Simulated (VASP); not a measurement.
Wanted: the native input for a VASP 6.6.1 run.

```
Task                   : single point
Functional             : LDA
Potentials or basis    : VASP PAW LDA potentials, release 64 (H)
Cutoff                 : 520 eV
k mesh                 : 11 × 11 × 11
Occupations            : fermi-dirac, width 0.05 eV
Spin                   : no spin polarisation
Dipole correction      : no
Further INCAR settings : ALGO = Normal; EDIFF = 1e-07; NBANDS = 8
```

The structure of H lies in POSCAR:

```
H
1.0
   -1.4119060795      1.4119060795      1.9308313806
    1.4119060795     -1.4119060795      1.9308313806
    1.4119060795      1.4119060795     -1.9308313806
H
2
Direct
    0.0998267114      0.0998267114      0.0000000000
    0.9001732886      0.9001732886      0.0000000000
```

These files were run (other wordings do the same):

INCAR

```
PREC     = Accurate       # precision mode
ENCUT    = 520            # plane-wave cutoff, eV
EDIFF    = 1E-7           # SCF threshold, eV
ISMEAR   = -1             # smearing method
SIGMA    = 0.05           # smearing width, eV
LREAL    = False          # projectors in reciprocal space
LASPH    = True           # aspherical terms in the spheres
NELM     = 60             # most SCF steps
ALGO     = Normal         # electronic algorithm
ISIF     = 2              # what is computed and relaxed
LWAVE    = False          # write WAVECAR
LCHARG   = False          # write CHGCAR
NBANDS   = 8              # bands
```

KPOINTS

```
regular mesh
0
Gamma
  11 11 11
```

Potentials or basis: VASP PAW LDA potentials, release 64 (H).

Run with:

```bash
$ cat potpaw_LDA.64/H/POTCAR > POTCAR
$ mpirun -np 1 vasp_std > vasp.out
```

Results of the run:

```yaml
Pressure: -0.3 GPa
Largest_force: 0.018 eV/Å
Band_gap_on_the_k_mesh: 7.39 eV, indirect (least direct gap 7.88 eV)
```

Wall time 4.6 s on 1 thread of Intel(R) Xeon(R) 6975P-C (Granite Rapids), on a shared host, peak memory 0.12 GiB.
